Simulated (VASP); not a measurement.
As2Pt:

```
As Pt
1.0
     6.00835    0.00000    0.00000
     0.00000    6.00835    0.00000
     0.00000    0.00000    6.00835
As Pt
8 4
Cartesian
  2.3077 2.3077 2.3077
  0.6964 3.7006 5.3119
  5.3119 0.6964 3.7006
  3.7006 5.3119 0.6964
  3.7006 3.7006 3.7006
  5.3119 2.3077 0.6964
  0.6964 5.3119 2.3077
  2.3077 0.6964 5.3119
  0.0000 0.0000 0.0000
  3.0042 0.0000 3.0042
  3.0042 3.0042 0.0000
  0.0000 3.0042 3.0042
```

- Program: VASP 6.6.1
- Task: relaxation of cell and atoms
- Functional: PBE
- Potentials or basis: VASP PAW PBE potentials, release 64 (As, Pt)
- Cutoff: 500 eV
- k mesh: 4 × 4 × 4
- Occupations: gaussian, width 0.1 eV
- Spin: no spin polarisation

At the start: pressure 3.7 GPa; volume 18.08 Å³/atom.

Problem. How do energy, volume and symmetry change on relaxing?

Solution. Over 5 steps the energy falls by 5.6 meV/atom and the volume is 18.52 Å³/atom (+2.5 %); space group Pa-3 (No. 205, to 0.05 Å).

The path:
```tsv
step	energy change (eV)	largest force (eV/Å)	pressure (GPa)	volume (Å³)
1	0.0000	0.1946	3.71	216.90
2	0.0476	0.0718	-4.40	230.31
3	-0.0658	0.0682	-0.07	222.52
4	-0.0658	0.0705	-0.01	222.41
5	-0.0668	0.0159	0.05	222.28
```

Final structure:
```yaml
crystal:
  lattice:
    - [6.05762, 0.00000, 0.00000]
    - [0.00000, 6.05762, 0.00000]
    - [0.00000, 0.00000, 6.05762]
  atoms:
    - { symbol: As, position: [0.38342, 0.38342, 0.38342] }
    - { symbol: As, position: [0.11658, 0.61658, 0.88342] }
    - { symbol: As, position: [0.88342, 0.11658, 0.61658] }
    - { symbol: As, position: [0.61658, 0.88342, 0.11658] }
    - { symbol: As, position: [0.61658, 0.61658, 0.61658] }
    - { symbol: As, position: [0.88342, 0.38342, 0.11658] }
    - { symbol: As, position: [0.11658, 0.88342, 0.38342] }
    - { symbol: As, position: [0.38342, 0.11658, 0.88342] }
    - { symbol: Pt, position: [0.00000, 0.00000, 0.00000] }
    - { symbol: Pt, position: [0.50000, 0.00000, 0.50000] }
    - { symbol: Pt, position: [0.50000, 0.50000, 0.00000] }
    - { symbol: Pt, position: [0.00000, 0.50000, 0.50000] }
```
